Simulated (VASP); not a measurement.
Write the native input for VASP 6.6.1 that does the following.

| Quantity | Value |
| --- | --- |
| Task | single point |
| Functional | PBEsol |
| Potentials or basis | VASP PAW PBE potentials, release 64 (Cd, O) |
| Cutoff | 600 eV |
| k mesh | 3 × 3 × 2 |
| Occupations | fermi-dirac, width 0.1 eV |
| Spin | no spin polarisation |
| Dipole correction | no |
| Further INCAR settings | ALGO = Normal; EDIFF = 1e-06; NBANDS = 19 |

The structure of CdO2 lies in POSCAR:

```
CdO2
1.0
    3.4762295800      0.0000000000      0.0000000000
   -1.7381147900      3.0105031257      0.0000000000
    0.0000000000      0.0000000000      4.1480760000
Cd O
1 2
Direct
    0.0000000000      0.0000000000      0.0000000000
    0.6666666667      0.3333333333      0.7557810000
    0.3333333333      0.6666666667      0.2442190000
```

The input as run:

INCAR

```
SYSTEM = CdO2
PREC = Accurate
ENCUT = 600
EDIFF = 1E-6
ISMEAR = -1
SIGMA = 0.1
LREAL = .False.
LASPH = .True.
NELM = 120
ALGO = Normal
ISIF = 2
LWAVE = .False.
LCHARG = .False.
GGA = PS
NBANDS = 19
GGA_COMPAT = .False.
```

KPOINTS

```
Automatic mesh
0
Gamma
  3 3 2
  0 0 0
```

Potentials or basis: VASP PAW PBE potentials, release 64 (Cd, O).

Run with:

```bash
$ cat potpaw_PBE.64/Cd/POTCAR potpaw_PBE.64/O/POTCAR > POTCAR
$ mpirun -np 1 vasp_std > vasp.out
```

It gave:

The pressure is -9.5 GPa and the largest force is 0.278 eV/Å. The band gap on the k mesh is zero (band 12 reaches -0.30 eV, above the bottom of band 13 at -1.25 eV).

Caveat: the k points lie up to 0.76 Å⁻¹ apart; the PAW data sets were made with another functional, which shifts forces and pressure a little.

It took 8.4 s on 1 thread of Intel Xeon 6975P-C, with other jobs on the host, peak memory 0.17 GiB.
